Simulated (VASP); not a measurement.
Bi, 1 atom in the cell. Symmetry: Im-3m, No. 229, cubic system. The conventional cell has a = 3.938 Å, b = 3.938 Å, c = 3.938 Å, α = 90.00°, β = 90.00°, γ = 90.00°. Within 4.5 Å of Bi (site symmetry m-3m) lie 14 Bi at 3.41 to 3.94 Å. 

```yaml
Program: VASP 6.6.1
Task: single point
Functional: BLYP
Dispersion: D3(BJ)
Potentials_or_basis: VASP PAW PBE potentials, release 64 (Bi_d)
Cutoff: 520 eV
k_mesh: 9 × 9 × 9
Occupations: fermi-dirac, width 0.05 eV
Spin: no spin polarisation
Dipole_correction: no
Further_INCAR_settings: ALGO = Normal; EDIFF = 1e-07; NBANDS = 14
```

Potentials or basis: VASP PAW PBE potentials, release 64 (Bi_d).

Command:

```console
$ cat potpaw_PBE.64/Bi_d/POTCAR > POTCAR
$ mpirun -np 1 vasp_std > vasp.out
```

Hardware: 1 thread of AMD EPYC 7R13, with other jobs on the host.

**Question.** How long does it take, and how much memory?

**Answer.** Wall time 43 s on 1 thread of AMD EPYC 7R13 (shared host), peak memory 0.14 GiB. Counts: scf iterations 11, k points 35.
